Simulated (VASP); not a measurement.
Cs8Sn9Br24 (a cell with a defect):

```
CELL_PARAMETERS angstrom
11.50000 0.00000 0.00000
0.00000 11.50000 0.00000
0.00000 0.00000 11.50000
ATOMIC_POSITIONS crystal
Cs 0.99615 0.98950 0.01328
Cs 0.99543 0.00594 0.50771
Cs 0.99437 0.50549 0.00773
Cs 0.03144 0.52933 0.49429
Cs 0.51068 0.97373 0.95982
Cs 0.47222 0.02673 0.50111
Cs 0.48923 0.47776 0.98685
Cs 0.39375 0.49077 0.50452
Sn 0.70040 0.53168 0.52711
Sn 0.24324 0.25015 0.24775
Sn 0.23956 0.24263 0.75560
Sn 0.24432 0.75716 0.24501
Sn 0.24919 0.74498 0.75319
Sn 0.74343 0.25206 0.25664
Sn 0.74671 0.23489 0.75061
Sn 0.73048 0.76308 0.23990
Sn 0.75723 0.71640 0.70401
Br 0.27661 0.24183 0.00072
Br 0.20741 0.24402 0.50110
Br 0.20509 0.75219 0.00056
Br 0.24996 0.76352 0.50084
Br 0.70994 0.22376 0.01344
Br 0.81834 0.28383 0.51423
Br 0.77766 0.76465 0.00327
Br 0.58807 0.74281 0.46796
Br 0.99286 0.23630 0.21773
Br 0.98970 0.21851 0.79652
Br 0.99757 0.78080 0.27471
Br 0.99212 0.75852 0.71887
Br 0.49210 0.28003 0.28880
Br 0.48822 0.26299 0.72333
Br 0.49641 0.73767 0.16639
Br 0.48750 0.71239 0.77308
Br 0.26719 0.00368 0.24609
Br 0.26002 0.99508 0.75203
Br 0.22342 0.50368 0.24096
Br 0.21347 0.49439 0.76059
Br 0.72646 0.01313 0.29164
Br 0.72853 0.99500 0.70286
Br 0.78004 0.51640 0.28505
Br 0.75223 0.48974 0.80731
```

Base run:

* Program: VASP 6.6.1
* Functional: PBEsol
* Potentials or basis: VASP PAW PBE potentials, release 64 (Cs_sv, Sn_d, Br)
* Cutoff: 400 eV
* k mesh: 1 × 1 × 1, shifted
* Occupations: fermi-dirac, width 0.05 eV
* Spin: no spin polarisation

Its results: band gap on the k mesh 1.01 eV; pressure 0.1 GPa; largest force 0.025 eV/Å.

Problem. The run is repeated on the same cell with these changes: cutoff from 400 eV to 520 eV; further incar settings from LREAL = Auto; ALGO = Normal; EDIFF = 1e-06; NBANDS = 209; ISYM = -1 to LREAL = Auto; ALGO = Normal; EDIFF = 1e-06; NBANDS = 209; ISYM = 0. What comes out?

Solution. Band gap on the k mesh 0.89 eV; pressure 0.2 GPa; largest force 0.045 eV/Å.

Caveats: the PAW data sets were made with another functional, which shifts forces and pressure a little; spin-orbit coupling is left out, which moves the levels of the heavy elements.

A k mesh can miss the band edges.
